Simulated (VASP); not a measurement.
# TcPt (P-6m2) in VASP: a series of runs

Runs on TcPt. Level: LDA. Tasks: single point, relaxation of volume and atoms at fixed shape.

Program: VASP 6.6.1. These are calculated values, not measurements. Logs are shortened: lines on timing, memory, paths and dates and some standing lists are left out, and cuts for length are marked.

**1. The cell of the first run**

It takes space group P-6m2 (No. 187, hexagonal). The conventional cell has a = 2.728 Å, b = 2.728 Å, c = 4.398 Å, α = 90.00°, β = 90.00°, γ = 120.00°. Tc (site symmetry -6m2) has 6 Pt at 2.70 Å and 6 Tc at 2.73 Å within 3.6 Å. Within 3.6 Å of Pt (site symmetry -6m2) lie 6 Tc at 2.70 Å and 6 Pt at 2.73 Å.

**2. Single point, LDA**

INCAR

```
PREC = Accurate ; ENCUT = 520
EDIFF = 1E-7 ; ISMEAR = -1
SIGMA = 0.1 ; LREAL = False
LASPH = True ; NELM = 100
ALGO = Normal ; ISIF = 2
LWAVE = False ; LCHARG = False
GGA = CA ; NBANDS = 18
```

KPOINTS

```
Automatic mesh
0
Gamma
  7 7 4
```

POSCAR

```
TcPt
1.0
    2.7281819433      0.0000000000      0.0000000000
   -1.3640909717      2.3626748691      0.0000000000
    0.0000000000      0.0000000000      4.3979694998
Tc Pt
1 1
Direct
    0.6666666667      0.3333333333      0.0000000000
    0.0000000000      0.0000000000      0.5000000000
```

Potentials or basis: VASP PAW LDA potentials, release 64 (Tc_pv, Pt).

On the command line:

```
cat potpaw_LDA.64/Tc_pv/POTCAR potpaw_LDA.64/Pt/POTCAR > POTCAR
mpirun -np 1 vasp_std > vasp.out
```

OUTCAR:

```text
PREC = Accurate
   ENCUT = 520
   EDIFF = 1E-7
   ISMEAR = -1
   LREAL = False
   LASPH = True
   NELM = 100
   ISIF = 2
   GGA = CA

 ion  position               nearest neighbor table
   1  0.667  0.333  0.000-   2 2.70   2 2.70   2 2.70   2 2.70   2 2.70   2 2.70
   2  0.000  0.000  0.500-   1 2.70   1 2.70   1 2.70   1 2.70   1 2.70   1 2.70

  LATTYP: Found a hexagonal cell.
 ALAT       =     2.7281819433
 C/A-ratio  =     1.6120513922

  Lattice vectors:

 A1 = (   2.7281819433,   0.0000000000,   0.0000000000)
 A2 = (  -1.3640909717,   2.3626748691,   0.0000000000)
 A3 = (   0.0000000000,   0.0000000000,   4.3979694998)

Analysis of symmetry for initial positions (statically):
=====================================================================
 Subroutine PRICEL returns:
 Original cell was already a primitive cell.

 Routine SETGRP: Setting up the symmetry group for a
 hexagonal supercell.

 Subroutine GETGRP returns: Found 12 space group operations
 (whereof 12 operations were pure point group operations)
 out of a pool of 24 trial point group operations.

The static configuration has the point symmetry D_3h.

Analysis of symmetry for dynamics (positions and initial velocities):
=====================================================================
 Subroutine PRICEL returns:
 Original cell was already a primitive cell.

 Routine SETGRP: Setting up the symmetry group for a
 hexagonal supercell.

 Subroutine GETGRP returns: Found 12 space group operations
 (whereof 12 operations were pure point group operations)
 out of a pool of 24 trial point group operations.

The dynamic configuration has the point symmetry D_3h.

 Subroutine INISYM returns: Found 12 space group operations
 (whereof 12 operations are pure point group operations),
 and found     1 'primitive' translations

----------------------------------------------------------------------------------------

                                     Primitive cell

  volume of cell :      28.3485

  direct lattice vectors                    reciprocal lattice vectors
     2.728181943  0.000000000  0.000000000     0.366544468  0.211624547  0.000000000
    -1.364090972  2.362674869  0.000000000     0.000000000  0.423249095  0.000000000
     0.000000000  0.000000000  4.397969500     0.000000000  0.000000000  0.227377657

  length of vectors
     2.728181943  2.728181943  4.397969500     0.423249095  0.423249095  0.227377657

  position of ions in fractional coordinates (direct lattice)
     0.666666667  0.333333333  0.000000000
     0.000000000  0.000000000  0.500000000

  ion indices of the primitive-cell ions
   primitive index   ion index
                 1           1
                 2           2

----------------------------------------------------------------------------------------

 KPOINTS: Automatic mesh

Automatic generation of k-mesh.
 Grid dimensions read from file:
 generate k-points for:    7    7    4

 Generating k-lattice:

  Cartesian coordinates                     Fractional coordinates (reciprocal lattice)
     0.052363495  0.030232078  0.000000000     0.142857143  0.000000000  0.000000000
     0.000000000  0.060464156  0.000000000     0.000000000  0.142857143  0.000000000
     0.000000000  0.000000000  0.056844414     0.000000000  0.000000000  0.250000000

  Length of vectors
     0.060464156  0.060464156  0.056844414

  Shift w.r.t. Gamma in fractional coordinates (k-lattice)
     0.000000000  0.000000000  0.000000000

 Subroutine IBZKPT returns following result:
 ===========================================

 Found     24 irreducible k-points:

 Following reciprocal coordinates:
            Coordinates               Weight
  0.000000  0.000000  0.000000      1.000000
  0.142857  0.000000  0.000000      6.000000
  0.285714  0.000000  0.000000      6.000000
  0.428571  0.000000  0.000000      6.000000
  0.142857  0.142857  0.000000      6.000000
  0.285714  0.142857  0.000000     12.000000
[... 16 lines left out ...]
  0.428571  0.142857  0.500000      6.000000
  0.285714  0.285714  0.500000      6.000000
   k-points           NKPTS =     24   k-points in BZ     NKDIM =     24   number of bands    NBANDS=     18
   number of dos      NEDOS =    301   number of ions     NIONS =      2
   total plane-waves  NPLWV =  14400
   dimension x,y,z NGX =    20 NGY =   20 NGZ =   36
   dimension x,y,z NGXF=    40 NGYF=   40 NGZF=   72
   ions per type =               1   1
   NGX,Y,Z   is equivalent  to a cutoff of  12.19, 12.19, 13.61 a.u.
   NGXF,Y,Z  is equivalent  to a cutoff of  24.37, 24.37, 27.22 a.u.
 SYSTEM =  unknown system
   PREC   = accura    normal or accurate (medium, high low for compatibility)
   ISTART =      0    job   : 0-new  1-cont  2-samecut
   ICHARG =      2    charge: 1-file 2-atom 10-const
   ISPIN  =      1    spin polarized calculation?
   LNONCOLLINEAR =      F non collinear calculations
   LSORBIT =      F    spin-orbit coupling
   LASPH  =      T    aspherical Exc in radial PAW
   ENCUT  =  520.0 eV  38.22 Ry    6.18 a.u.   5.07  5.07  8.18*2*pi/ulx,y,z
   NELM   =    100;   NELMIN=  2; NELMDL= -5     # of ELM steps
   EDIFF  = 0.1E-06   stopping-criterion for ELM
   LREAL  =      F    real-space projection
   EDIFFG = 0.1E-05   stopping-criterion for IOM
   NSW    =      0    number of steps for IOM
   IBRION =     -1    ionic relax: 0-MD 1-quasi-New 2-CG
   NFREE  =      0    steps in history (QN), initial steepest desc. (CG)
   ISIF   =      2    stress and relaxation
   ISYM   =      2    0-nonsym 1-usesym 2-fastsym
   POTIM  = 0.5000    time-step for ionic-motion
   TEBEG  =    0.0;   TEEND  =   0.0 temperature during run
   PSTRESS=    0.0 pullay stress
   NELECT =      23.0000    total number of electrons
   NUPDOWN=      -1.0000    fix difference up-down
   EMIN   =  10.00;   EMAX   =-10.00  energy-range for DOS
   EFERMI =   0.00;   METHOD = LEGACY
   ISMEAR =    -1;   SIGMA  =   0.10  broadening in eV -4-tet -1-fermi 0-gaus
   EFERMI_NEDOS =   21; number of points for ismear=-14 and -15
   IALGO  =     38    algorithm
   IMIX   =      4    mixing-type and parameters
     AMIX     =   0.40;   BMIX     =  1.00
     AMIX_MAG =   1.60;   BMIX_MAG =  1.00
  volume/ion in A,a.u.               =      14.17        95.65
  Fermi-wavevector in a.u.,A,eV,Ry     =   1.526889  2.885403 31.720508  2.331392
  Thomas-Fermi vector in A             =   2.634861
   LORBIT       =      0    0 simple, 1 ext, 2 COOP (PROOUT), +10 PAW based schemes
   GGA     = CA    functional components
   LHFCALC =     F    Hartree Fock is set to
   AEXX    =    0.0000 exact exchange contribution
   IVDW    =     0    specifies the selected vdW correction
   LEPSILON=     F    determine dielectric tensor
   LRPA    =     F    only Hartree local field effects (RPA)
 non-spin polarized calculation
  energy-cutoff  :      520.00
  volume of cell :       28.35
 maximum number of plane-waves:       778
   NGX = 11   NGY = 11   NGZ = 17

 number of electron      23.0000001 magnetization

 Free energy of the ion-electron system (eV)
  ---------------------------------------------------
  ext. energy  EPLUGINS =         0.00000000
  ---------------------------------------------------
  free energy    TOTEN  =       -19.41733991 eV

  energy without entropy =      -19.34422783  energy(sigma->0) =      -19.38078387

 E-fermi :  12.9754     XC(G=0): -14.0736

 val. band max:       12.9749995203   @ k =   0.2857   0.2857   0.0000
 cond. band min:      12.9973205646   @ k =   0.4286   0.0000   0.5000
 fundamental gap:      0.0223210443
 Fermi energy:        12.9754397004

 k-point     1 :       0.0000    0.0000    0.0000
  band No.  band energies     occupation
      1     -26.2720      2.00000
      2     -25.5774      2.00000
      3     -25.5774      2.00000
      4       2.8886      2.00000
      5       5.8609      2.00000
      6       8.7246      2.00000
[... 10 lines left out ...]
     17      27.0045      0.00000
     18      29.0532      0.00000

 k-point     2 :       0.1429    0.0000    0.0000
  band No.  band energies     occupation
      1     -26.2466      2.00000
      2     -25.7698      2.00000
      3     -25.6213      2.00000
      4       3.6489      2.00000
      5       6.3562      2.00000
      6       8.2120      2.00000
[... 10 lines left out ...]
     17      28.1039      0.00000
     18      29.8400      0.00000

 k-point     3 :       0.2857    0.0000    0.0000
  band No.  band energies     occupation
      1     -26.1890      2.00000
      2     -26.1881      2.00000
      3     -25.7189      2.00000
      4       5.2349      2.00000
      5       6.7455      2.00000
      6       7.6251      2.00000
[... 10 lines left out ...]
     17      24.7404      0.00000
     18      28.1208      0.00000

 k-point     4 :       0.4286    0.0000    0.0000
  band No.  band energies     occupation
      1     -26.5109      2.00000
      2     -26.1423      2.00000
      3     -25.7961      2.00000
      4       5.4728      2.00000
      5       6.5795      2.00000
      6       6.8757      2.00000
[... 375 lines left out ...]
      4       6.1769      2.00000
      5       6.4895      2.00000
      6       7.4208      2.00000
[... 10 lines left out ...]
     17      25.9736      0.00000
     18      27.4277      0.00000

 k-point    23 :       0.4286    0.1429    0.5000
  band No.  band energies     occupation
      1     -26.4917      2.00000
      2     -26.1246      2.00000
      3     -25.9286      2.00000
      4       5.9762      2.00000
      5       6.2792      2.00000
      6       7.2971      2.00000
[... 10 lines left out ...]
     17      23.6210      0.00000
     18      26.3634      0.00000

 k-point    24 :       0.2857    0.2857    0.5000
  band No.  band energies     occupation
      1     -26.3636      2.00000
      2     -26.1178      2.00000
      3     -26.1146      2.00000
      4       6.8009      2.00000
      5       6.9542      2.00000
      6       7.7147      2.00000
[... 10 lines left out ...]
     17      23.6290      0.00000
     18      24.5744      0.00000

------------------------ aborting loop because EDIFF is reached ----------------------------------------

  FORCE on cell =-STRESS in cart. coord.  units (eV):
  Direction    XX          YY          ZZ          XY          YZ          ZX
  --------------------------------------------------------------------------------------
  -------------------------------------------------------------------------------------
  Total       -0.1051011     -0.1051011      0.5283428      0.0000000     -0.0000000      0.0000000
  in kB       -5.9400239     -5.9400239     29.8604885      0.0000000     -0.0000000      0.0000000
  external PRESSURE =       5.9934802 kB  Pullay stress =       0.0000000 kB

 VOLUME and BASIS-vectors are now :
 -----------------------------------------------------------------------------
  energy-cutoff  :      520.00
  volume of cell :       28.35
      direct lattice vectors                 reciprocal lattice vectors
     2.728181943  0.000000000  0.000000000     0.366544468  0.211624547  0.000000000
    -1.364090972  2.362674869  0.000000000     0.000000000  0.423249095  0.000000000
     0.000000000  0.000000000  4.397969500     0.000000000  0.000000000  0.227377657

 POSITION                                       TOTAL-FORCE (eV/Angst)
 -----------------------------------------------------------------------------------
      1.36409      0.78756      0.00000        -0.000000      0.000000      0.000000
      0.00000      0.00000      2.19898         0.000000     -0.000000      0.000000
 -----------------------------------------------------------------------------------
    total drift:                               -0.000000      0.000000      0.000000

  FREE ENERGIE OF THE ION-ELECTRON SYSTEM (eV)
  ---------------------------------------------------
  free  energy   TOTEN  =       -19.4173399070 eV

  energy  without entropy=      -19.3442278334  energy(sigma->0) =      -19.38078387
```

Wall time 7 s (1 thread of Intel Xeon Platinum 8488C (Sapphire Rapids), shared host); peak memory 0.13 GiB.

What came out:

| Item | Value |
| --- | --- |
| Free energy | -19.4173 eV |
| Pressure | 0.6 GPa |

Stress tensor (GPa, compression positive):
```
-0.59  0.00  0.00
 0.00 -0.59  0.00
 0.00  0.00  2.99
```

Levels at points of the mesh, in eV from the Fermi level:
| k point | band 8 | band 9 | band 10 | band 11 | band 12 | band 13 | band 14 | band 15 |
| --- | --- | --- | --- | --- | --- | --- | --- | --- |
| (0.00, 0.00, 0.00) | -3.19 | -2.60 | -2.60 | -1.64 | -1.64 | 0.03 | 1.17 | 1.17 |
| (0.00, 0.00, 0.50) | -4.42 | -3.09 | -3.09 | -2.94 | -0.55 | -0.55 | 1.01 | 1.01 |

Caveat: the k points lie up to 0.38 Å⁻¹ apart; spin-orbit coupling is left out, which moves the levels of the heavy elements.

(Continued in part 2 of 2.)
